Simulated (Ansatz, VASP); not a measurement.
# V: VASP beside Ansatz

```
V
1.0
     2.62394    0.00000    0.00000
    -1.31197    2.27240    0.00000
     0.00000    0.00000   13.94446
V
6
Direct
  0.00000 0.00000 0.00000
  0.33333 0.66667 0.16693
  0.66667 0.33333 0.33307
  0.00000 0.00000 0.50000
  0.66667 0.33333 0.66693
  0.33333 0.66667 0.83307
```

Alike in both runs: functional PBE; k mesh 18 × 18 × 4; occupations gaussian, width 0.1 eV; no spin polarisation.

Ansatz relaxed the structure, and its values are those at the end. VASP's run is a single point on that final structure, the one shown.

|  | VASP | Ansatz |
| --- | --- | --- |
| version | VASP 6.6.1 | Ansatz 0.2.0 |
| potentials or method | VASP PAW PBE potentials, release 64 (V_sv), cutoff 520 eV | scalar-relativistic, plane waves, PAW |
| valence electrons in the cell | 78 | 78 |

|  | VASP | Ansatz | Ansatz less VASP |
| --- | --- | --- | --- |
| gap on the k mesh at the Fermi level (eV) | none | none | - |
| pressure (GPa) | 0.2 | 0.0 | -0.21 |

A gap of «none» marks a metal or a gap that the smearing closes. With one functional, cell and mesh, what is left measures potentials, basis and numerics.
